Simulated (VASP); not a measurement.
Wanted: the native input for a VASP 6.6.1 run.

```yaml
Task: single point
Functional: PBE
Dispersion: D3(BJ)
Potentials_or_basis: VASP PAW PBE potentials, release 64 (Si, N)
Cutoff: 520 eV
k_mesh: 4 × 4 × 1
Occupations: gaussian, width 0.05 eV
Spin: no spin polarisation
Dipole_correction: yes
Further_INCAR_settings: LREAL = Auto; ALGO = Normal; EDIFF = 1e-07; NBANDS = 52
```

The structure of Si8N lies in POSCAR:

```
Si8N
1.0
    7.6310340417      0.0000000000      0.0000000000
    0.0000000000      6.3129357835      0.0000000000
    0.0000000000      0.0000000000     23.0318711348
Si N
16 2
Direct
    0.0000000000      0.9369021389      0.1736723854
    0.5000000000      0.9369021389      0.1736723854
    0.0000000000      0.5630978611      0.1736723854
    0.5000000000      0.5630978611      0.1736723854
    0.2500000000      0.4369021389      0.2214950258
    0.7500000000      0.4369021389      0.2214950258
    0.2500000000      0.0630978611      0.2214950258
    0.7500000000      0.0630978611      0.2214950258
    0.2500000000      0.9332664455      0.3177235001
    0.7500000000      0.9332664455      0.3177235001
    0.2500000000      0.5667335545      0.3177235001
    0.7500000000      0.5667335545      0.3177235001
    0.0000000000      0.4266292811      0.3574121741
    0.5000000000      0.4266292811      0.3574121741
    0.0000000000      0.0733707189      0.3574121741
    0.5000000000      0.0733707189      0.3574121741
    0.2500000000      0.6766292811      0.4920082727
    0.2500000000      0.6766292811      0.5397681787
```

One way to write it, as run:

INCAR

```
SYSTEM = Si8N
  PREC = Accurate
  ENCUT = 520
  EDIFF = 1E-7
  ISMEAR = 0
  SIGMA = 0.05
  LREAL = Auto
  LASPH = .TRUE.
  NELM = 60
  ALGO = Normal
  ISIF = 2
  LWAVE = .FALSE.
  LCHARG = .FALSE.
  LDIPOL = .TRUE.
  IDIPOL = 3
  DIPOL = 0.5 0.5 0.295
  GGA = PE
  IVDW = 12
  NBANDS = 52
```

KPOINTS

```
regular mesh
0
G
  4 4 1
  0 0 0
```

Potentials or basis: VASP PAW PBE potentials, release 64 (Si, N).

Command:

```bash
$ cat potpaw_PBE.64/Si/POTCAR potpaw_PBE.64/N/POTCAR > POTCAR
$ mpirun -np 1 vasp_std > vasp.out
```

Results of the run:

```json
{
 "Largest force": "2.185 eV/Å",
 "Band gap on the k mesh": "zero (bands 37 and 38 overlap by 0.37 eV)",
 "Dispersion energy per atom": "-0.238 eV"
}
```

Caveat: the standard files for N, O and F lose accuracy on very short bonds.

Run time: 19 min on 1 thread of Intel(R) Xeon(R) Platinum 8375C CPU @ 2.90GHz (Ice Lake), with other jobs on the host, peak memory 1.1 GiB.
